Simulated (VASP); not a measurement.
Input of a VASP 6.6.1 run:

INCAR

```
PREC = Accurate
ENCUT = 520
EDIFF = 1E-6
ISMEAR = 0
SIGMA = 0.1
LREAL = F
LASPH = T
NELM = 100
ALGO = Fast
ISIF = 2
LWAVE = F
LCHARG = F
GGA = PE
NBANDS = 43
```

The input KPOINTS:

```
regular mesh
0
Gamma
  12 12 12
```

Contents of POSCAR:

```
Mo4C3
1.0
   -2.1628249687      2.1628249687      4.2717906346
    2.1628249687     -2.1628249687      4.2717906346
    2.1628249687      2.1628249687     -4.2717906346
Mo C
4 3
Direct
    0.7574218925      0.7574218925      0.0000000000
    0.5000000000      0.0000000000      0.5000000000
    0.2425781075      0.2425781075      0.0000000000
    0.0000000000      0.5000000000      0.5000000000
    0.7500000000      0.2500000000      0.5000000000
    0.2500000000      0.7500000000      0.5000000000
    0.0000000000      0.0000000000      0.0000000000
```

Potentials or basis: VASP PAW PBE potentials, release 64 (Mo_sv, C).

The run is started by

```bash
$ cat potpaw_PBE.64/Mo_sv/POTCAR potpaw_PBE.64/C/POTCAR > POTCAR
$ mpirun -np 1 vasp_std > vasp.out
```

(1) Predict the largest force.

(2) What does it give for the pressure?

Results:

(1) 0.013 eV/Å.

(2) 0.5 GPa.
